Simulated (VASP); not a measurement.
# Pb (Fm-3m) in VASP: notebook

Runs on Pb. Level: PBE. Tasks: density of states.

Everything below comes from runs of VASP 6.6.1. Logs are shortened: lines on timing, memory, paths and dates and some standing lists are left out, and cuts for length are marked.

## (1) The cell of the first run

It takes space group Fm-3m (No. 225, cubic). The conventional cell has a = 5.042 Å, b = 5.042 Å, c = 5.042 Å, α = 90.00°, β = 90.00°, γ = 90.00°. Pb (site symmetry m-3m) has 12 Pb at 3.57 Å within 4.7 Å.

## (2) Density of states, PBE

POSCAR

```
Pb
1.0
    0.0000000000      2.5209979027      2.5209979027
    2.5209979027      0.0000000000      2.5209979027
    2.5209979027      2.5209979027      0.0000000000
Pb
1
Direct
    0.0000000000      0.0000000000      0.0000000000
```

INCAR.step1

```
PREC = Accurate ; ENCUT = 520
EDIFF = 1E-7 ; ISMEAR = 0
SIGMA = 0.1 ; LREAL = False
LASPH = True ; NELM = 60
ALGO = Normal ; ISIF = 2
LWAVE = False ; LCHARG = True
GGA = PE ; NBANDS = 13
```

KPOINTS.step1

```
Automatic mesh
0
Gamma
  14 14 14
```

INCAR.step2

```
PREC = Accurate ; ENCUT = 520
EDIFF = 1E-7 ; ISMEAR = -5
SIGMA = 0.1 ; LREAL = False
LASPH = True ; NELM = 60
ALGO = Normal ; ISIF = 2
LWAVE = False ; LCHARG = False
GGA = PE ; LORBIT = 11
NEDOS = 1001 ; ICHARG = 11
```

KPOINTS.step2

```
Automatic mesh
0
Gamma
  21 21 21
```

Potentials or basis: VASP PAW PBE potentials, release 64 (Pb_d).

Launch:

```
> cat potpaw_PBE.64/Pb_d/POTCAR > POTCAR
> cp INCAR.step1 INCAR
> cp KPOINTS.step1 KPOINTS
> mpirun -np 1 vasp_std > vasp.out
> cp INCAR.step2 INCAR
> cp KPOINTS.step2 KPOINTS
> mpirun -np 1 vasp_std > vasp.out
```

OUTCAR:

```text
PREC = Accurate
   ENCUT = 520
   EDIFF = 1E-7
   ISMEAR = -5
   LREAL = False
   LASPH = True
   NELM = 60
   ISIF = 2
   GGA = PE
   LORBIT = 11
   ICHARG = 11

 ion  position               nearest neighbor table
   1  0.000  0.000  0.000-

  LATTYP: Found a face centered cubic cell.
 ALAT       =     5.0419958054

  Lattice vectors:

 A1 = (   0.0000000000,   2.5209979027,   2.5209979027)
 A2 = (   2.5209979027,   0.0000000000,   2.5209979027)
 A3 = (   2.5209979027,   2.5209979027,   0.0000000000)

Analysis of symmetry for initial positions (statically):
[... 33 lines left out ...]
                                     Primitive cell

  volume of cell :      32.0441

  direct lattice vectors                    reciprocal lattice vectors
     0.000000000  2.520997903  2.520997903    -0.198334159  0.198334159  0.198334159
     2.520997903  0.000000000  2.520997903     0.198334159 -0.198334159  0.198334159
     2.520997903  2.520997903  0.000000000     0.198334159  0.198334159 -0.198334159

  length of vectors
     3.565229425  3.565229425  3.565229425     0.343524841  0.343524841  0.343524841

  position of ions in fractional coordinates (direct lattice)
     0.000000000  0.000000000  0.000000000

  ion indices of the primitive-cell ions
   primitive index   ion index
                 1           1

----------------------------------------------------------------------------------------

 KPOINTS: Automatic mesh

Automatic generation of k-mesh.
 Grid dimensions read from file:
 generate k-points for:   21   21   21

 Generating k-lattice:

  Cartesian coordinates                     Fractional coordinates (reciprocal lattice)
    -0.009444484  0.009444484  0.009444484     0.047619048  0.000000000  0.000000000
     0.009444484 -0.009444484  0.009444484     0.000000000  0.047619048  0.000000000
     0.009444484  0.009444484 -0.009444484     0.000000000  0.000000000  0.047619048

  Length of vectors
     0.016358326  0.016358326  0.016358326

  Shift w.r.t. Gamma in fractional coordinates (k-lattice)
     0.000000000  0.000000000  0.000000000

 TETIRR: Found   1276 inequivalent tetrahedra from    55566

 Subroutine IBZKPT returns following result:
 ===========================================

 Found    286 irreducible k-points:

 Following reciprocal coordinates:
            Coordinates               Weight
  0.000000  0.000000  0.000000      1.000000
[... 47 lines left out ...]
   NFREE  =      0    steps in history (QN), initial steepest desc. (CG)
   ISIF   =      2    stress and relaxation
   ISYM   =      2    0-nonsym 1-usesym 2-fastsym
   POTIM  = 0.5000    time-step for ionic-motion
   TEBEG  =    0.0;   TEEND  =   0.0 temperature during run
   PSTRESS=    0.0 pullay stress
   NELECT =      14.0000    total number of electrons
   NUPDOWN=      -1.0000    fix difference up-down
   EMIN   =  10.00;   EMAX   =-10.00  energy-range for DOS
   EFERMI =   0.00;   METHOD = LEGACY
   ISMEAR =    -5;   SIGMA  =   0.10  broadening in eV -4-tet -1-fermi 0-gaus
   EFERMI_NEDOS =   21; number of points for ismear=-14 and -15
   IALGO  =     38    algorithm
   IMIX   =      4    mixing-type and parameters
     AMIX     =   0.40;   BMIX     =  1.00
     AMIX_MAG =   1.60;   BMIX_MAG =  1.00
  volume/ion in A,a.u.               =      32.04       216.24
  Fermi-wavevector in a.u.,A,eV,Ry     =   1.242229  2.347473 20.995600  1.543133
  Thomas-Fermi vector in A             =   2.376593
   LORBIT       =     11    0 simple, 1 ext, 2 COOP (PROOUT), +10 PAW based schemes
   GGA     = PE    functional components
   LHFCALC =     F    Hartree Fock is set to
   AEXX    =    0.0000 exact exchange contribution
   IVDW    =     0    specifies the selected vdW correction
   LEPSILON=     F    determine dielectric tensor
   LRPA    =     F    only Hartree local field effects (RPA)
 non-spin polarized calculation
 Fermi weights with tetrahedron method with Bloechl corrections
  energy-cutoff  :      520.00
  volume of cell :       32.04
 maximum number of plane-waves:       889

 number of electron      14.0000003 magnetization

 Free energy of the ion-electron system (eV)
  ---------------------------------------------------
  ext. energy  EPLUGINS =         0.00000000
  ---------------------------------------------------
  free energy    TOTEN  =        -3.56429596 eV

  energy without entropy =       -3.56429596  energy(sigma->0) =       -3.56429596

 E-fermi :   6.7144     XC(G=0):  -9.9226

 val. band max:        6.7375081102   @ k =   0.3810   0.2857   0.0476
 cond. band min:       6.6790587469   @ k =  -0.4286   0.3810   0.1905
 fundamental gap:     -0.0584493633
 Fermi energy:         6.7144422202

 k-point     1 :       0.0000    0.0000    0.0000
  band No.  band energies     occupation
      1     -10.3574      2.00000
      2     -10.3574      2.00000
      3     -10.3574      2.00000
      4     -10.2391      2.00000
      5     -10.2391      2.00000
      6      -4.7129      2.00000
      7      13.6676      0.00000
      8      13.6676      0.00000
      9      13.6676      0.00000
     10      16.4022      0.00000
     11      17.3205      0.00000
[... 309 lines left out ...]
 k-point    24 :      -0.3810    0.0476    0.0000
  band No.  band energies     occupation
      1     -10.3687      2.00000
      2     -10.3416      2.00000
      3     -10.3385      2.00000
      4     -10.1515      2.00000
      5     -10.1391      2.00000
      6      -2.0454      2.00000
      7       3.8724      2.00000
      8      11.4758      0.00000
      9      12.2234      0.00000
     10      15.6333      0.00000
     11      16.2169      0.00000

 [... further k-points ...]

------------------------ aborting loop because EDIFF is reached ----------------------------------------

  FORCE on cell =-STRESS in cart. coord.  units (eV):
  Direction    XX          YY          ZZ          XY          YZ          ZX
  --------------------------------------------------------------------------------------
  -------------------------------------------------------------------------------------
  Total       -0.0198042     -0.0198042     -0.0198042     -0.0000000      0.0000000      0.0000000
  in kB       -0.9901954     -0.9901954     -0.9901954     -0.0000000      0.0000000      0.0000000
  external PRESSURE =      -0.9901954 kB  Pullay stress =       0.0000000 kB

 VOLUME and BASIS-vectors are now :
 -----------------------------------------------------------------------------
  energy-cutoff  :      520.00
  volume of cell :       32.04
      direct lattice vectors                 reciprocal lattice vectors
     0.000000000  2.520997903  2.520997903    -0.198334159  0.198334159  0.198334159
     2.520997903  0.000000000  2.520997903     0.198334159 -0.198334159  0.198334159
     2.520997903  2.520997903  0.000000000     0.198334159  0.198334159 -0.198334159

 POSITION                                       TOTAL-FORCE (eV/Angst)
 -----------------------------------------------------------------------------------
      0.00000      0.00000      0.00000         0.000000     -0.000000     -0.000000
 -----------------------------------------------------------------------------------
    total drift:                               -0.000000     -0.000000     -0.000000

  FREE ENERGIE OF THE ION-ELECTRON SYSTEM (eV)
  ---------------------------------------------------
  free  energy   TOTEN  =        -3.5642959552 eV

  energy  without entropy=       -3.5642959552  energy(sigma->0) =       -3.56429596

 total charge

# of ion       s       p       d       tot
------------------------------------------
    1        1.404   0.720   9.807  11.932
```

OSZICAR.step1:

```text
N       E                     dE             d eps       ncg     rms          rms(c)
DAV:   1     0.107105902298E+03    0.10711E+03   -0.71917E+03  2717   0.125E+03
DAV:   2     0.173288347820E+01   -0.10537E+03   -0.10229E+03  2859   0.307E+02
DAV:   3    -0.345195344375E+01   -0.51848E+01   -0.51663E+01  3338   0.738E+01
DAV:   4    -0.357284924495E+01   -0.12090E+00   -0.12087E+00  3391   0.122E+01
DAV:   5    -0.357842656647E+01   -0.55773E-02   -0.55771E-02  3709   0.244E+00    0.477E-01
DAV:   6    -0.357056895420E+01    0.78576E-02   -0.12399E-02  3455   0.186E+00    0.244E-01
DAV:   7    -0.356887998822E+01    0.16890E-02   -0.54825E-03  3519   0.118E+00    0.888E-02
DAV:   8    -0.356888785833E+01   -0.78701E-05   -0.44419E-04  3475   0.341E-01    0.113E-02
DAV:   9    -0.356888429028E+01    0.35681E-05   -0.14299E-05  3531   0.665E-02    0.501E-03
DAV:  10    -0.356888392741E+01    0.36287E-06   -0.16366E-06  3259   0.126E-02    0.396E-04
DAV:  11    -0.356888393152E+01   -0.41105E-08   -0.53386E-08  2307   0.358E-03
   1 F= -.35688839E+01 E0= -.35677438E+01  d E =-.228030E-02
```

It took 46 s on 1 thread of Intel Xeon 6975P-C (Granite Rapids), shared host; peak memory 0.22 GiB.

Results:

```
Valence electrons inside the program's atomic spheres : Pb 11.93
```

Caveat: spin-orbit coupling is left out, which moves the levels of the heavy elements; tetrahedron occupations give inexact forces and stress in metals.

## (3) Density of states, PBE

POSCAR

```
Pb
1.0
    0.0000000000      2.5209979030      2.5209979030
    2.5209979030      0.0000000000      2.5209979030
    2.5209979030      2.5209979030      0.0000000000
Pb
1
Direct
    0.0000000000      0.0000000000      0.0000000000
```

INCAR.step1 is that of step 2.

KPOINTS.step1 is that of step 2.

INCAR.step2 is that of step 2.

KPOINTS.step2 is that of step 2.

Potentials or basis: VASP PAW PBE potentials, release 64 (Pb_d).

Launch:

```
> cat potpaw_PBE.64/Pb_d/POTCAR > POTCAR
> cp INCAR.step1 INCAR
> cp KPOINTS.step1 KPOINTS
> mpirun -np 1 vasp_std > vasp.out
> cp INCAR.step2 INCAR
> cp KPOINTS.step2 KPOINTS
> mpirun -np 1 vasp_std > vasp.out
```

OUTCAR:

```text
PREC = Accurate
   ENCUT = 520
   EDIFF = 1E-7
   ISMEAR = -5
   LREAL = False
   LASPH = True
   NELM = 60
   ISIF = 2
   GGA = PE
   LORBIT = 11
   ICHARG = 11

 ion  position               nearest neighbor table
   1  0.000  0.000  0.000-

  LATTYP: Found a face centered cubic cell.
 ALAT       =     5.0419958060

  Lattice vectors:

 A1 = (   0.0000000000,   2.5209979030,   2.5209979030)
 A2 = (   2.5209979030,   0.0000000000,   2.5209979030)
 A3 = (   2.5209979030,   2.5209979030,   0.0000000000)

Analysis of symmetry for initial positions (statically):
[... 33 lines left out ...]
                                     Primitive cell

  volume of cell :      32.0441

  direct lattice vectors                    reciprocal lattice vectors
     0.000000000  2.520997903  2.520997903    -0.198334159  0.198334159  0.198334159
     2.520997903  0.000000000  2.520997903     0.198334159 -0.198334159  0.198334159
     2.520997903  2.520997903  0.000000000     0.198334159  0.198334159 -0.198334159

  length of vectors
     3.565229425  3.565229425  3.565229425     0.343524841  0.343524841  0.343524841

  position of ions in fractional coordinates (direct lattice)
[... 138 lines left out ...]
      4     -10.2391      2.00000
      5     -10.2391      2.00000
      6      -4.7129      2.00000
      7      13.6676      0.00000
      8      13.6676      0.00000
      9      13.6676      0.00000
     10      16.4022      0.00000
     11      17.3205      0.00000
[... 309 lines left out ...]
 k-point    24 :      -0.3810    0.0476    0.0000
  band No.  band energies     occupation
      1     -10.3687      2.00000
      2     -10.3416      2.00000
      3     -10.3385      2.00000
      4     -10.1515      2.00000
      5     -10.1391      2.00000
      6      -2.0454      2.00000
      7       3.8724      2.00000
      8      11.4758      0.00000
      9      12.2234      0.00000
     10      15.6333      0.00000
     11      16.2169      0.00000

 [... further k-points ...]

------------------------ aborting loop because EDIFF is reached ----------------------------------------

  FORCE on cell =-STRESS in cart. coord.  units (eV):
  Direction    XX          YY          ZZ          XY          YZ          ZX
  --------------------------------------------------------------------------------------
  -------------------------------------------------------------------------------------
  Total       -0.0198042     -0.0198042     -0.0198042     -0.0000000      0.0000000      0.0000000
  in kB       -0.9901962     -0.9901962     -0.9901962     -0.0000000      0.0000000      0.0000000
  external PRESSURE =      -0.9901962 kB  Pullay stress =       0.0000000 kB

 VOLUME and BASIS-vectors are now :
 -----------------------------------------------------------------------------
  energy-cutoff  :      520.00
  volume of cell :       32.04
      direct lattice vectors                 reciprocal lattice vectors
     0.000000000  2.520997903  2.520997903    -0.198334159  0.198334159  0.198334159
     2.520997903  0.000000000  2.520997903     0.198334159 -0.198334159  0.198334159
     2.520997903  2.520997903  0.000000000     0.198334159  0.198334159 -0.198334159

 POSITION                                       TOTAL-FORCE (eV/Angst)
 -----------------------------------------------------------------------------------
      0.00000      0.00000      0.00000         0.000000      0.000000     -0.000000
 -----------------------------------------------------------------------------------
    total drift:                                0.000000      0.000000      0.000000

  FREE ENERGIE OF THE ION-ELECTRON SYSTEM (eV)
  ---------------------------------------------------
  free  energy   TOTEN  =        -3.5642959546 eV

  energy  without entropy=       -3.5642959546  energy(sigma->0) =       -3.56429595

 total charge

# of ion       s       p       d       tot
------------------------------------------
    1        1.404   0.720   9.807  11.932
```

OUTCAR.step1:

```text
PREC = Accurate
   ENCUT = 520
   EDIFF = 1E-7
   ISMEAR = 0
   LREAL = False
   LASPH = True
[... 600 lines left out ...]
 POSITION                                       TOTAL-FORCE (eV/Angst)
 -----------------------------------------------------------------------------------
      0.00000      0.00000      0.00000         0.000000      0.000000     -0.000000
 -----------------------------------------------------------------------------------
    total drift:                               -0.000000     -0.000000     -0.000000

  FREE ENERGIE OF THE ION-ELECTRON SYSTEM (eV)
  ---------------------------------------------------
  free  energy   TOTEN  =        -3.5688839319 eV

  energy  without entropy=       -3.5666036299  energy(sigma->0) =       -3.56774378
```

OSZICAR.step1:

```text
N       E                     dE             d eps       ncg     rms          rms(c)
DAV:   1     0.107105902291E+03    0.10711E+03   -0.71917E+03  2717   0.125E+03
DAV:   2     0.173288347745E+01   -0.10537E+03   -0.10229E+03  2859   0.307E+02
DAV:   3    -0.345195344317E+01   -0.51848E+01   -0.51663E+01  3338   0.738E+01
DAV:   4    -0.357284924553E+01   -0.12090E+00   -0.12087E+00  3391   0.122E+01
DAV:   5    -0.357842656679E+01   -0.55773E-02   -0.55771E-02  3709   0.244E+00    0.477E-01
DAV:   6    -0.357056895457E+01    0.78576E-02   -0.12399E-02  3455   0.186E+00    0.244E-01
DAV:   7    -0.356887998844E+01    0.16890E-02   -0.54825E-03  3519   0.118E+00    0.888E-02
DAV:   8    -0.356888785857E+01   -0.78701E-05   -0.44419E-04  3475   0.341E-01    0.113E-02
DAV:   9    -0.356888428953E+01    0.35690E-05   -0.14299E-05  3531   0.665E-02    0.501E-03
DAV:  10    -0.356888392764E+01    0.36189E-06   -0.16366E-06  3259   0.126E-02    0.396E-04
DAV:  11    -0.356888393191E+01   -0.42730E-08   -0.53389E-08  2307   0.358E-03
   1 F= -.35688839E+01 E0= -.35677438E+01  d E =-.228030E-02
```

It took 100 s on 1 thread of AMD EPYC 9R45 (Zen 5), shared host; peak memory 0.19 GiB.

What came out:

- Valence electrons inside the program's atomic spheres: Pb 11.93

Levels at points of the mesh, in eV from the Fermi level:
```tsv
k point	band 4	band 5	band 6	band 7	band 8	band 9	band 10	band 11
(0.00, 0.00, 0.00)	-16.95	-16.95	-11.43	6.95	6.95	6.95	9.69	10.61
```

Caveat: spin-orbit coupling is left out, which moves the levels of the heavy elements; tetrahedron occupations give inexact forces and stress in metals.
